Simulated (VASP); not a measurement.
Wanted: the native input for a VASP 6.6.1 run.

```
Task                   : single point
Functional             : PBE
Potentials or basis    : VASP PAW PBE potentials, release 64 (Ga_d, S)
Cutoff                 : 520 eV
k mesh                 : 18 × 18 × 8
Occupations            : gaussian, width 0.1 eV
Spin                   : no spin polarisation
Dipole correction      : no
Further INCAR settings : ALGO = Normal; EDIFF = 1e-06; NBANDS = 20
```

The structure of GaS2 lies in POSCAR:

```
GaS2
1.0
    3.3509224464      0.0000000000      0.0000000000
   -1.6754612232      2.9019839647      0.0000000000
    0.0000000000      0.0000000000      7.2089415079
Ga S
1 2
Direct
    0.0000000000      0.0000000000      0.0000000000
    0.3333333333      0.6666666667      0.2083157486
    0.6666666667      0.3333333333      0.7916842514
```

The cell was built from a structure type or drawn by symmetry, and may not be a known phase.

One way to write it, as run:

INCAR

```
SYSTEM = GaS2
PREC = Accurate ; ENCUT = 520
EDIFF = 1E-6 ; ISMEAR = 0
SIGMA = 0.1 ; LREAL = .FALSE.
LASPH = .TRUE. ; NELM = 60
ALGO = Normal ; ISIF = 2
LWAVE = .FALSE. ; LCHARG = .FALSE.
GGA = PE ; NBANDS = 20
```

KPOINTS

```
regular mesh
0
G
  18 18 8
  0 0 0
```

Potentials or basis: VASP PAW PBE potentials, release 64 (Ga_d, S).

Run with:

```bash
$ cat potpaw_PBE.64/Ga_d/POTCAR potpaw_PBE.64/S/POTCAR > POTCAR
$ mpirun -np 1 vasp_std > vasp.out
```

It gave:

| Item | Value |
| --- | --- |
| Pressure | 0.0 GPa |
| Band gap on the k mesh | zero (an odd number of electrons rules out a gap without spin polarisation) |

Caveat: this functional lacks dispersion, which binds the layers, so the pressure and a relaxed spacing across them are unreliable.

Run time: 2.7 min on 1 thread of Intel(R) Xeon(R) 6975P-C (Granite Rapids), with other jobs on the host, peak memory 0.45 GiB.
